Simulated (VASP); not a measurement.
Input of a VASP 6.6.1 run:

POSCAR

```
SiNi3
1.0
    3.5420000000      0.0000000000      0.0000000000
    0.0000000000      3.5420000000      0.0000000000
    0.0000000000      0.0000000000      3.5420000000
Ni Si
3 1
Direct
    0.5000000000      0.5000000000      0.0000000000
    0.5000000000      0.0000000000      0.5000000000
    0.0000000000      0.5000000000      0.5000000000
    0.0000000000      0.0000000000      0.0000000000
```

Contents of INCAR.step1:

```
ALGO = Normal ; EDIFF = 1E-6
ENCUT = 540 ; GGA = PS
GGA_COMPAT = F ; ISMEAR = 1
ISPIN = 2 ; KPAR = 2
LASPH = T ; LCHARG = T
LDAU = T ; LDAUJ = 0 0
LDAUL = 2 -1 ; LDAUTYPE = 2
LDAUU = 6 0 ; LMAXMIX = 4
LORBIT = 11 ; LREAL = F
LWAVE = F ; MAGMOM = 1 1 1 0
NBANDS = 43 ; NELM = 200
PREC = Accurate ; SIGMA = 0.1
```

File KPOINTS.step1:

```
k-points
0
Gamma
  9 9 9
```

INCAR.step2

```
ALGO = Normal ; EDIFF = 1E-6
EMAX = 17.0484 ; EMIN = -7.9516
ENCUT = 540 ; GGA = PS
GGA_COMPAT = F ; ICHARG = 11
ISMEAR = -5 ; ISPIN = 2
KPAR = 2 ; LASPH = T
LCHARG = F ; LDAU = T
LDAUJ = 0 0 ; LDAUL = 2 -1
LDAUTYPE = 2 ; LDAUU = 6 0
LMAXMIX = 4 ; LORBIT = 11
LREAL = F ; LWAVE = F
MAGMOM = 1 1 1 0 ; NBANDS = 43
NEDOS = 4001 ; NELM = 200
PREC = Accurate
```

KPOINTS.step2

```
Automatic mesh
0
Gamma
  23 23 23
  0 0 0
```

Potentials or basis: VASP PAW PBE potentials, release 64 (Ni, Si).

Launch:

```sh
$ cat potpaw_PBE.64/Ni/POTCAR potpaw_PBE.64/Si/POTCAR > POTCAR
$ cp INCAR.step1 INCAR
$ cp KPOINTS.step1 KPOINTS
$ mpirun -np 2 vasp_std > vasp.out
$ cp INCAR.step2 INCAR
$ cp KPOINTS.step2 KPOINTS
$ mpirun -np 2 vasp_std > vasp.out
```

**Question.** Predict the site moments.

**Answer.** Ni +0.03; Si -0.00 μB.

**Question.** Estimate the density of states at the Fermi level.

**Answer.** 0.39 states/eV/atom.

Caveat: the moments typed at the start vanished in this run; the U is typed as a test and isn't derived for this compound. The state reached can hang on the start; a lower one may exist.
